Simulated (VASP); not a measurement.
Here is a VASP 6.6.1 calculation.

File INCAR:

```
PREC = Accurate ; ENCUT = 520
EDIFF = 1E-7 ; ISMEAR = 0
SIGMA = 0.05 ; LREAL = F
LASPH = T ; NELM = 100
ALGO = Normal ; ISIF = 2
LWAVE = F ; LCHARG = T
LDIPOL = T ; IDIPOL = 3
DIPOL = 0.5 0.5 0.403 ; GGA = PE
IVDW = 12 ; LELF = T
LVHAR = T ; LVACPOTAV = T
NBANDS = 50
```

KPOINTS

```
Automatic mesh
0
Gamma
  7 7 1
```

Contents of POSCAR:

```
SnO
1.0
    3.8201636883      0.0000000000      0.0000000000
    0.0000000000      3.8201636883      0.0000000000
    0.0000000000      0.0000000000     22.2260802162
Sn O
4 4
Direct
    0.7500000000      0.2500000000      0.2024648501
    0.2500000000      0.7500000000      0.3087831971
    0.7500000000      1.2500000000      0.4977503906
    1.2500000000      0.7500000000      0.6040687375
    0.2500000000      0.2500000000      0.2556240236
    0.7500000000      0.7500000000      0.2556240236
    1.2500000000      1.2500000000      0.5509095640
    0.7500000000      0.7500000000      0.5509095640
```

Potentials or basis: VASP PAW PBE potentials, release 64 (Sn_d, O).

The run is started by

```console
$ cat potpaw_PBE.64/Sn_d/POTCAR potpaw_PBE.64/O/POTCAR > POTCAR
$ mpirun -np 1 vasp_std > vasp.out
```

(1) What does it give for the dispersion energy per atom?

(2) Predict the largest force.

(3) Predict the band gap on the k mesh.

## Answers

(1) -0.155 eV.

(2) 0.188 eV/Å.

(3) 2.57 eV (least direct gap 2.59 eV).

Caveat: the cell differs from its parent crystal (layers slid over each other); spin-orbit coupling is left out, which moves the levels of the heavy elements.
